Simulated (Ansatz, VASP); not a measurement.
**NiO: VASP beside Ansatz**

```
Ni O
1.0
    -1.43715    0.33440   -2.41561
     1.38608    2.41570   -0.48513
     3.55767   -2.53956   -2.46120
Ni O
2 2
Direct
  0.80314 0.60105 0.60105
  0.30315 0.10105 0.10105
  0.80275 0.10128 0.85099
  0.80353 0.10081 0.35110
```

Change from the starting cell: cell x2, atoms moved at random (sigma 0.05 Å) and cell strained at random (1.5 %), then relaxed without symmetry.

Alike in both runs: functional PBE; k mesh 8 × 6 × 4; occupations gaussian, width 0.2 eV; no spin polarisation.

Ansatz relaxed the structure, and its values are those at the end. VASP's run is a single point on that final structure, the one shown.

|  | VASP | Ansatz |
| --- | --- | --- |
| version | VASP 6.6.1 | Ansatz 0.2.0 |
| potentials or method | VASP PAW PBE potentials, release 64 (Ni, O), cutoff 520 eV | scalar-relativistic, plane waves, PAW |
| valence electrons in the cell | 32 | 48 |

|  | VASP | Ansatz | Ansatz less VASP |
| --- | --- | --- | --- |
| gap on the k mesh at the Fermi level (eV) | none | none | - |
| pressure (GPa) | 0.6 | 0.0 | -0.56 |

A gap of «none» marks a metal or a gap that the smearing closes. VASP's potentials hold 32 valence electrons a cell and Ansatz's 48, so a difference there can come from the potentials and not from the codes.

The k mesh is coarse, so the values compare programs but aren't converged.
